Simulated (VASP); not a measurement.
# WSe2 in VASP: further runs

Runs on WSe2. Level: PBE+D3(BJ). Tasks: single point.

All numbers are computed with VASP 6.6.1; they aren't measurements. Logs are shortened: lines on timing, memory, paths and dates and some standing lists are left out, and cuts for length are marked.

## Step 1: The cell of the first run

The cell holds a slab with vacuum, 3 atoms: a = 3.198 Å, b = 3.198 Å, c = 32.737 Å, α = 90.00°, β = 90.00°, γ = 120.00°.

## Step 2: Single point, PBE+D3(BJ)

The input, INCAR:

```
PREC = Accurate
ENCUT = 520
EDIFF = 1E-6
ISMEAR = 0
SIGMA = 0.02
LREAL = False
LASPH = True
NELM = 80
ALGO = Normal
ISIF = 2
LWAVE = False
LCHARG = False
LDIPOL = True
IDIPOL = 3
DIPOL = 0.5 0.5 0.500
GGA = PE
IVDW = 12
NBANDS = 20
```

The input, KPOINTS:

```
Automatic mesh
0
Gamma
  9 9 1
```

The input, POSCAR:

```
WSe2
1.0
    3.1980000000      0.0000000000      0.0000000000
   -1.5990000000      2.7695492413      0.0000000000
    0.0000000000      0.0000000000     32.7373831004
Se W
2 1
Direct
    0.3333333333      0.6666666667      0.4458570041
    0.3333333333      0.6666666667      0.5541429959
    0.6666666667      0.3333333333      0.5000000000
```

Potentials or basis: VASP PAW PBE potentials, release 64 (Se, W_sv).

Started as:

```console
$ cat potpaw_PBE.64/Se/POTCAR potpaw_PBE.64/W_sv/POTCAR > POTCAR
$ mpirun -np 1 vasp_std > vasp.out
```

OUTCAR:

```text
PREC = Accurate
   ENCUT = 520
   EDIFF = 1E-6
   ISMEAR = 0
   LREAL = False
   LASPH = True
   NELM = 80
   ISIF = 2
   GGA = PE
   IVDW = 12
 IVDW          = 12

 ion  position               nearest neighbor table
   1  0.333  0.667  0.446-   3 2.56   3 2.56   3 2.56
   2  0.333  0.667  0.554-   3 2.56   3 2.56   3 2.56
   3  0.667  0.333  0.500-   1 2.56   2 2.56   1 2.56   2 2.56   1 2.56   2 2.56

  LATTYP: Found a hexagonal cell.
 ALAT       =     3.1980000000
 C/A-ratio  =    10.2368302378

  Lattice vectors:

 A1 = (   3.1980000000,   0.0000000000,   0.0000000000)
 A2 = (  -1.5990000000,   2.7695492413,   0.0000000000)
 A3 = (   0.0000000000,   0.0000000000,  32.7373831004)

Analysis of symmetry for initial positions (statically):
=====================================================================
 Subroutine PRICEL returns:
 Original cell was already a primitive cell.

 Routine SETGRP: Setting up the symmetry group for a
 hexagonal supercell.

 Subroutine GETGRP returns: Found 12 space group operations
 (whereof 12 operations were pure point group operations)
 out of a pool of 24 trial point group operations.

The static configuration has the point symmetry D_3h.

Analysis of symmetry for dynamics (positions and initial velocities):
=====================================================================
 Subroutine PRICEL returns:
 Original cell was already a primitive cell.

 Routine SETGRP: Setting up the symmetry group for a
 hexagonal supercell.

 Subroutine GETGRP returns: Found 12 space group operations
 (whereof 12 operations were pure point group operations)
 out of a pool of 24 trial point group operations.

The dynamic configuration has the point symmetry D_3h.

 Subroutine INISYM returns: Found 12 space group operations
 (whereof 12 operations are pure point group operations),
 and found     1 'primitive' translations

----------------------------------------------------------------------------------------

                                     Primitive cell

  volume of cell :     289.9556

  direct lattice vectors                    reciprocal lattice vectors
     3.198000000  0.000000000  0.000000000     0.312695435  0.180534793  0.000000000
    -1.599000000  2.769549241  0.000000000     0.000000000  0.361069587  0.000000000
     0.000000000  0.000000000 32.737383100     0.000000000  0.000000000  0.030546119

  length of vectors
     3.198000000  3.198000000 32.737383100     0.361069587  0.361069587  0.030546119

  position of ions in fractional coordinates (direct lattice)
     0.333333333  0.666666667  0.445857004
[... 74 lines left out ...]
   ISYM   =      2    0-nonsym 1-usesym 2-fastsym
   POTIM  = 0.5000    time-step for ionic-motion
   TEBEG  =    0.0;   TEEND  =   0.0 temperature during run
   PSTRESS=    0.0 pullay stress
   NELECT =      26.0000    total number of electrons
   NUPDOWN=      -1.0000    fix difference up-down
   EMIN   =  10.00;   EMAX   =-10.00  energy-range for DOS
   EFERMI =   0.00;   METHOD = LEGACY
   ISMEAR =     0;   SIGMA  =   0.02  broadening in eV -4-tet -1-fermi 0-gaus
   EFERMI_NEDOS =   21; number of points for ismear=-14 and -15
   IALGO  =     38    algorithm
   IMIX   =      4    mixing-type and parameters
     AMIX     =   0.40;   BMIX     =  1.00
     AMIX_MAG =   1.60;   BMIX_MAG =  1.00
  volume/ion in A,a.u.               =      96.65       652.24
  Fermi-wavevector in a.u.,A,eV,Ry     =   0.732749  1.384695  7.305262  0.536922
  Thomas-Fermi vector in A             =   1.825289
   LORBIT       =      0    0 simple, 1 ext, 2 COOP (PROOUT), +10 PAW based schemes
   GGA     = PE    functional components
   LHFCALC =     F    Hartree Fock is set to
   AEXX    =    0.0000 exact exchange contribution
   IVDW    =    12    specifies the selected vdW correction
   LEPSILON=     F    determine dielectric tensor
   LRPA    =     F    only Hartree local field effects (RPA)
 non-spin polarized calculation
 Gauss-broadening in eV      SIGMA  =   0.02
  energy-cutoff  :      520.00
  volume of cell :      289.96
 maximum number of plane-waves:      7890
 NGX is ok and might be reduce to    24
   NGX = 11   NGY = 11   NGZ =121

 dipolmoment           0.000000      0.000000      0.000000 electrons x Angstroem

 number of electron      26.0000004 magnetization

 dipolmoment           0.000000      0.000000     -0.000000 electrons x Angstroem

 Free energy of the ion-electron system (eV)
  ---------------------------------------------------
  ext. energy  EPLUGINS =         0.00000000
  ---------------------------------------------------
  free energy    TOTEN  =       -21.46195103 eV

  energy without entropy =      -21.46195103  energy(sigma->0) =      -21.46195103

 E-fermi :  -2.5321     XC(G=0):  -2.5748

 val. band max:       -2.6222226466   @ k =   0.3333   0.3333   0.0000
 cond. band min:      -1.2055197895   @ k =   0.2222   0.1111   0.0000
 fundamental gap:      1.4167028572
 Fermi energy:        -2.5321343019

 k-point     1 :       0.0000    0.0000    0.0000
  band No.  band energies     occupation
      1     -76.6239      2.00000
      2     -40.9103      2.00000
      3     -40.6704      2.00000
      4     -40.6704      2.00000
      5     -17.5351      2.00000
      6     -16.4838      2.00000
[... 265 lines left out ...]
     19       4.1276      0.00000
     20       5.8990      0.00000

------------------------ aborting loop because EDIFF is reached ----------------------------------------

 vacuum level on the upper side and lower side of the slab       (xc-potential included)        -0.052        -0.052

 Edisp (eV)   -1.04880

 E8    (eV) :    -0.4977

  FORCE on cell =-STRESS in cart. coord.  units (eV):
  Direction    XX          YY          ZZ          XY          YZ          ZX
  --------------------------------------------------------------------------------------
  -------------------------------------------------------------------------------------
  Total       1.44219     1.44219    -3.00096     0.00000     0.00000     0.00000
  in kB       7.96893     7.96893   -16.58211     0.00000     0.00000     0.00000
  external pressure =       -0.21 kB  Pullay stress =        0.00 kB

 VOLUME and BASIS-vectors are now :
 -----------------------------------------------------------------------------
  energy-cutoff  :      520.00
  volume of cell :      289.96
      direct lattice vectors                 reciprocal lattice vectors
     3.198000000  0.000000000  0.000000000     0.312695435  0.180534793  0.000000000
    -1.599000000  2.769549241  0.000000000     0.000000000  0.361069587  0.000000000
     0.000000000  0.000000000 32.737383100     0.000000000  0.000000000  0.030546119

 POSITION                                       TOTAL-FORCE (eV/Angst)
 -----------------------------------------------------------------------------------
     -0.00000      1.84637     14.59619         0.000000     -0.000000      0.843121
     -0.00000      1.84637     18.14119        -0.000000     -0.000000     -0.843121
      1.59900      0.92318     16.36869        -0.000000      0.000000      0.000000
 -----------------------------------------------------------------------------------
    total drift:                               -0.000000      0.000000      0.000000

  FREE ENERGIE OF THE ION-ELECTRON SYSTEM (eV)
  ---------------------------------------------------
  free  energy   TOTEN  =       -22.5107538953 eV

  energy  without entropy=      -22.5107538953  energy(sigma->0) =      -22.51075390

 vacuum level on the upper side and lower side of the slab         2.274         2.274
```

stdout:

```text
POSCAR found type information on POSCAR SeW
 POSCAR found :  2 types and       3 ions
 scaLAPACK will be used
 LDA part: xc-table for (Slater+PW92), standard interpolation
 POSCAR, INCAR and KPOINTS ok, starting setup
 FFT: planning ... GRIDC
 FFT: planning ... GRID_SOFT
 FFT: planning ... GRID
 WAVECAR not read
 entering main loop
```

It took 56 s on 1 thread of Intel Xeon 6975P-C (Granite Rapids), shared host; peak memory 0.4 GiB.

What came out:

* Free energy: -22.5108 eV
* Largest force: 0.843 eV/Å
* Band gap on the k mesh: 1.42 eV, indirect (least direct gap 2.11 eV)
* Dispersion energy per atom: -0.350 eV

Forces on the atoms (eV/Å):
```
Se   0.000  0.000  0.843
Se   0.000  0.000 -0.843
W    0.000  0.000  0.000
```

Levels at points of the mesh, in eV from the valence-band top:
```csv
k point,band 9,band 10,band 11,band 12,band 13,band 14,band 15,band 16,band 17,band 18
"(0.00, 0.00, 0.00)",-1.84,-1.84,-0.93,-0.68,-0.68,3.20,3.20,3.21,3.21,4.20
```

Caveat: spin-orbit coupling is left out, which moves the levels of the heavy elements.

## Step 3: Single point, PBE+D3(BJ)

The input, INCAR:

```
  ALGO = Normal
  DIPOL = 0.5 0.5 0.500
  EDIFF = 1E-6
  ENCUT = 520
  GGA = PE
  IDIPOL = 3
  ISIF = 2
  ISMEAR = 0
  IVDW = 12
  LASPH = True
  LCHARG = True
  LDIPOL = True
  LELF = True
  LREAL = False
  LVACPOTAV = True
  LVHAR = True
  LWAVE = False
  NBANDS = 20
  NELM = 80
  PREC = Accurate
  SIGMA = 0.02
```

The input, KPOINTS:

```
k-points
0
Gamma
  9 9 1
```

The input, POSCAR:

```
WSe2
1.0
    3.1980000000      0.0000000000      0.0000000000
   -1.5990000000      2.7695492413      0.0000000000
    0.0000000000      0.0000000000     32.7373831004
Se W
2 1
Direct
    0.3333333333      0.6666666667      0.4503167374
    0.3333333333      0.6666666667      0.5496832626
    0.6666666667      0.3333333333      0.5000000000
```

Potentials or basis: VASP PAW PBE potentials, release 64 (Se, W_sv).

Started as:

```console
$ cat potpaw_PBE.64/Se/POTCAR potpaw_PBE.64/W_sv/POTCAR > POTCAR
$ mpirun -np 1 vasp_std > vasp.out
```

OUTCAR:

```text
EDIFF = 1E-6
   ENCUT = 520
   GGA = PE
   ISIF = 2
   ISMEAR = 0
   IVDW = 12
   LASPH = True
   LREAL = False
   NELM = 80
   PREC = Accurate
 IVDW          = 12

 ion  position               nearest neighbor table
   1  0.333  0.667  0.450-   3 2.46   3 2.46   3 2.46
   2  0.333  0.667  0.550-   3 2.46   3 2.46   3 2.46
   3  0.667  0.333  0.500-   1 2.46   2 2.46   1 2.46   2 2.46   1 2.46   2 2.46

  LATTYP: Found a hexagonal cell.
 ALAT       =     3.1980000000
 C/A-ratio  =    10.2368302378

  Lattice vectors:

 A1 = (   3.1980000000,   0.0000000000,   0.0000000000)
 A2 = (  -1.5990000000,   2.7695492413,   0.0000000000)
 A3 = (   0.0000000000,   0.0000000000,  32.7373831004)

Analysis of symmetry for initial positions (statically):
=====================================================================
 Subroutine PRICEL returns:
 Original cell was already a primitive cell.

 Routine SETGRP: Setting up the symmetry group for a
 hexagonal supercell.

 Subroutine GETGRP returns: Found 12 space group operations
 (whereof 12 operations were pure point group operations)
 out of a pool of 24 trial point group operations.

The static configuration has the point symmetry D_3h.

Analysis of symmetry for dynamics (positions and initial velocities):
=====================================================================
 Subroutine PRICEL returns:
 Original cell was already a primitive cell.

 Routine SETGRP: Setting up the symmetry group for a
 hexagonal supercell.

 Subroutine GETGRP returns: Found 12 space group operations
 (whereof 12 operations were pure point group operations)
 out of a pool of 24 trial point group operations.

The dynamic configuration has the point symmetry D_3h.

 Subroutine INISYM returns: Found 12 space group operations
 (whereof 12 operations are pure point group operations),
 and found     1 'primitive' translations

[... 105 lines left out ...]
  Fermi-wavevector in a.u.,A,eV,Ry     =   0.732749  1.384695  7.305262  0.536922
  Thomas-Fermi vector in A             =   1.825289
   LORBIT       =      0    0 simple, 1 ext, 2 COOP (PROOUT), +10 PAW based schemes
   GGA     = PE    functional components
   LHFCALC =     F    Hartree Fock is set to
   AEXX    =    0.0000 exact exchange contribution
   IVDW    =    12    specifies the selected vdW correction
   LEPSILON=     F    determine dielectric tensor
   LRPA    =     F    only Hartree local field effects (RPA)
 non-spin polarized calculation
 Gauss-broadening in eV      SIGMA  =   0.02
  energy-cutoff  :      520.00
  volume of cell :      289.96
 maximum number of plane-waves:      7890
 NGX is ok and might be reduce to    24
   NGX = 11   NGY = 11   NGZ =121

 number of electron      26.0000004 magnetization

 dipolmoment           0.000000      0.000000     -0.000000 electrons x Angstroem

 Free energy of the ion-electron system (eV)
  ---------------------------------------------------
  ext. energy  EPLUGINS =         0.00000000
  ---------------------------------------------------
  free energy    TOTEN  =       -21.29848936 eV

  energy without entropy =      -21.29848936  energy(sigma->0) =      -21.29848936

 E-fermi :  -2.6594     XC(G=0):  -2.5179

 val. band max:       -2.8094399122   @ k =   0.3333   0.3333   0.0000
 cond. band min:      -0.9691991846   @ k =   0.3333   0.3333   0.0000
 fundamental gap:      1.8402407276
 Fermi energy:        -2.6593724527

 k-point     1 :       0.0000    0.0000    0.0000
  band No.  band energies     occupation
      1     -76.6018      2.00000
      2     -40.9567      2.00000
      3     -40.7494      2.00000
      4     -40.7494      2.00000
      5     -18.1456      2.00000
      6     -16.6173      2.00000
[... 265 lines left out ...]
     19       4.0228      0.00000
     20       6.0924      0.00000

------------------------ aborting loop because EDIFF is reached ----------------------------------------

 Edisp (eV)   -1.08366

 E8    (eV) :    -0.5152

  FORCE on cell =-STRESS in cart. coord.  units (eV):
  Direction    XX          YY          ZZ          XY          YZ          ZX
  --------------------------------------------------------------------------------------
  -------------------------------------------------------------------------------------
  Total       4.97858     4.97858     6.17305     0.00000     0.00000     0.00000
  in kB      27.50962    27.50962    34.10976     0.00000     0.00000     0.00000
  external pressure =       29.71 kB  Pullay stress =        0.00 kB

 VOLUME and BASIS-vectors are now :
 -----------------------------------------------------------------------------
  energy-cutoff  :      520.00
  volume of cell :      289.96
      direct lattice vectors                 reciprocal lattice vectors
     3.198000000  0.000000000  0.000000000     0.312695435  0.180534793  0.000000000
    -1.599000000  2.769549241  0.000000000     0.000000000  0.361069587  0.000000000
     0.000000000  0.000000000 32.737383100     0.000000000  0.000000000  0.030546119

 POSITION                                       TOTAL-FORCE (eV/Angst)
 -----------------------------------------------------------------------------------
     -0.00000      1.84637     14.74219         0.000000      0.000000     -1.901440
     -0.00000      1.84637     17.99519        -0.000000      0.000000      1.901440
      1.59900      0.92318     16.36869         0.000000     -0.000000      0.000000
 -----------------------------------------------------------------------------------
    total drift:                               -0.000000      0.000000      0.000000

  FREE ENERGIE OF THE ION-ELECTRON SYSTEM (eV)
  ---------------------------------------------------
  free  energy   TOTEN  =       -22.3821489147 eV

  energy  without entropy=      -22.3821489147  energy(sigma->0) =      -22.38214891

 vacuum level on the upper side and lower side of the slab         2.308         2.308
```

OSZICAR:

```text
N       E                     dE             d eps       ncg     rms          rms(c)
DAV:   1     0.182416353852E+03    0.18242E+03   -0.12476E+04   584   0.964E+02
DAV:   2    -0.486431096185E+01   -0.18728E+03   -0.17934E+03   684   0.209E+02
DAV:   3    -0.218812992534E+02   -0.17017E+02   -0.16946E+02   660   0.651E+01
[... 13 lines left out ...]
DAV:  17    -0.212984577665E+02   -0.30529E-04   -0.43964E-07   512   0.252E-03    0.185E-03
DAV:  18    -0.212984788571E+02   -0.21091E-04   -0.91115E-07   500   0.213E-03    0.116E-03
DAV:  19    -0.212984852852E+02   -0.64282E-05   -0.14423E-07   468   0.149E-03    0.785E-04
DAV:  20    -0.212984886274E+02   -0.33422E-05   -0.74999E-08   396   0.723E-04    0.448E-04
DAV:  21    -0.212984893601E+02   -0.73266E-06   -0.10715E-08   388   0.300E-04
   1 F= -.22382149E+02 E0= -.22382149E+02  d E =-.986183E-28
```

stdout:

```text
POSCAR found type information on POSCAR SeW
 POSCAR found :  2 types and       3 ions
 scaLAPACK will be used
 LDA part: xc-table for (Slater+PW92), standard interpolation
 POSCAR, INCAR and KPOINTS ok, starting setup
 FFT: planning ... GRIDC
 FFT: planning ... GRID_SOFT
 FFT: planning ... GRID
 WAVECAR not read
 entering main loop
 -----------------------------------------------------------------------------
|                                                                             |
|           W    W    AA    RRRRR   N    N  II  N    N   GGGG   !!!           |
|           W    W   A  A   R    R  NN   N  II  NN   N  G    G  !!!           |
|           W    W  A    A  R    R  N N  N  II  N N  N  G       !!!           |
|           W WW W  AAAAAA  RRRRR   N  N N  II  N  N N  G  GGG   !            |
|           WW  WW  A    A  R   R   N   NN  II  N   NN  G    G                |
|           W    W  A    A  R    R  N    N  II  N    N   GGGG   !!!           |
|                                                                             |
|     Did not find any points to average over, which means that no vacuum     |
|     field-free region was found. Please increase the size of  your cell     |
|     in the dimension of the dipole correction to obtain accurate            |
|     workfunction values.                                                    |
|                                                                             |
 -----------------------------------------------------------------------------
```

Wall time 59 s (1 thread of Intel Xeon 6975P-C (Granite Rapids), shared host); peak memory 0.41 GiB.

What came out:

* Free energy: -22.3821 eV
* Largest force: 1.901 eV/Å
* Band gap on the k mesh: 1.84 eV, direct
* Dispersion energy per atom: -0.361 eV

Forces on the atoms (eV/Å):
```
Se   0.000  0.000 -1.901
Se   0.000  0.000  1.901
W    0.000  0.000  0.000
```

Levels at points of the mesh, in eV from the valence-band top:
| k point | band 9 | band 10 | band 11 | band 12 | band 13 | band 14 | band 15 | band 16 | band 17 | band 18 |
| --- | --- | --- | --- | --- | --- | --- | --- | --- | --- | --- |
| (0.00, 0.00, 0.00) | -2.54 | -2.30 | -1.23 | -1.23 | -0.42 | 3.36 | 3.36 | 3.66 | 3.66 | 4.51 |

Caveat: spin-orbit coupling is left out, which moves the levels of the heavy elements.
